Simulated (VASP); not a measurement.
Input of a VASP 6.6.1 run:

The input INCAR:

```
  ALGO = Normal
  EDIFF = 1E-7
  EDIFFG = -0.01
  ENCUT = 600
  GGA = PS
  IBRION = 2
  ISIF = 3
  ISMEAR = -1
  IVDW = 12
  LASPH = T
  LCHARG = F
  LREAL = F
  LWAVE = F
  NELM = 100
  NSW = 60
  PREC = Accurate
  SIGMA = 0.05
```

File KPOINTS:

```
k-points
0
Gamma
  8 8 8
```

The input POSCAR:

```
InP
1.0
    0.0000000000      2.7688340000      2.7688340000
    2.7688340000      0.0000000000      2.7688340000
    2.7688340000      2.7688340000      0.0000000000
In P
1 1
Direct
    0.0000000000      0.0000000000      0.0000000000
    0.5000000000      0.5000000000      0.5000000000
```

Potentials or basis: VASP PAW PBE potentials, release 64 (In_d, P).

The run is started by

```console
$ cat potpaw_PBE.64/In_d/POTCAR potpaw_PBE.64/P/POTCAR > POTCAR
$ mpirun -np 1 vasp_std > vasp.out
```

(1) Estimate the space group after relaxing (to 0.05 Å).

(2) Predict the relaxed cell.

(3) Predict the band gap on the k mesh.

(4) Predict the relaxed volume.

Results:

(1) Fm-3m (No. 225).

(2) a = 3.815 Å, b = 3.815 Å, c = 3.815 Å, α = 60.00°, β = 60.00°, γ = 60.00°.

(3) zero (band 9 reaches 8.28 eV, above the bottom of band 10 at 5.44 eV).

(4) 19.63 Å³/atom.

Caveat: the PAW data sets were made with another functional, which shifts forces and pressure a little; spin-orbit coupling is left out, which moves the levels of the heavy elements; pairwise dispersion overbinds metals, which lowers pressure and volume.
